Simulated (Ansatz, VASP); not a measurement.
## Pt in VASP and in Ansatz

INCAR

```
SYSTEM = Pt
ALGO = Normal ; DIPOL = 0.5 0.5 0.500
EDIFF = 1E-7 ; ENCUT = 520
GGA = CA ; IDIPOL = 3
ISIF = 2 ; ISMEAR = -1
LASPH = .TRUE. ; LCHARG = .FALSE.
LDIPOL = .TRUE. ; LREAL = .FALSE.
LWAVE = .FALSE. ; NBANDS = 33
NELM = 80 ; PREC = Accurate
SIGMA = 0.1
```

KPOINTS

```
k-points
0
G
  13 13 1
  0 0 0
```

The input POSCAR:

```
Pt
1.0
    2.7543088548      0.0000000000      0.0000000000
    0.0000000000      2.7543088548      0.0000000000
    0.0000000000      0.0000000000     29.6637000000
Pt
5
Direct
    0.0000000000      0.0000000000      0.3708234883
    0.5000000000      0.5000000000      0.4346607399
    0.0000000000      0.0000000000      0.4999999998
    0.5000000000      0.5000000000      0.5653392598
    0.0000000000      0.0000000000      0.6291765117
```

Input for Ansatz:

```yaml
crystal:
  lattice:
    - [2.7543088548, 0.0, 0.0]
    - [0.0, 2.7543088548, 0.0]
    - [0.0, 0.0, 29.6637]
  atoms:
    - { symbol: Pt, position: [0.0, 0.0, 0.3708234883] }
    - { symbol: Pt, position: [0.5, 0.5, 0.4346607399] }
    - { symbol: Pt, position: [0.0, 0.0, 0.4999999998] }
    - { symbol: Pt, position: [0.5, 0.5, 0.5653392598] }
    - { symbol: Pt, position: [0.0, 0.0, 0.6291765117] }
kpoints:
  mp_grid: { grid: [13, 13, 1] }
scf:
  occupations: { method: fermi_dirac, width: 0.1 }
hamiltonian:
  xc: lda
  pseudopotentials: { kind: all_electron, lapw: { basis_error: 0.001 } }
output:
  forces: true
  stress: true
  eigenvalues: true
efield:
  axis: 3
  amplitude: 0
  dipole_correction: true
```

Alike in both runs: task single point; functional LDA; k mesh 13 × 13 × 1; occupations fermi-dirac, width 0.1 eV; no spin polarisation.

|  | VASP | Ansatz |
| --- | --- | --- |
| version | VASP 6.6.1 | Ansatz 0.2.0 |
| potentials or method | VASP PAW LDA potentials, release 64 (Pt), cutoff 520 eV | all-electron LAPW, scalar-relativistic |

VASP gave:

| Item | Value |
| --- | --- |
| rms of the force components (eV/Å) | 0.017 |

Question: What did Ansatz give for the same quantities?

Answer: rms of the force components (eV/Å): 0.001.

LDA's correlation is that of Perdew and Zunger in VASP and of Perdew and Wang (1992) in Ansatz. Atom by atom the forces differ by 0.017 eV/Å (rms over components). Ansatz ran all-electron here, and VASP with PAW potentials.

Spin-orbit coupling is off throughout.
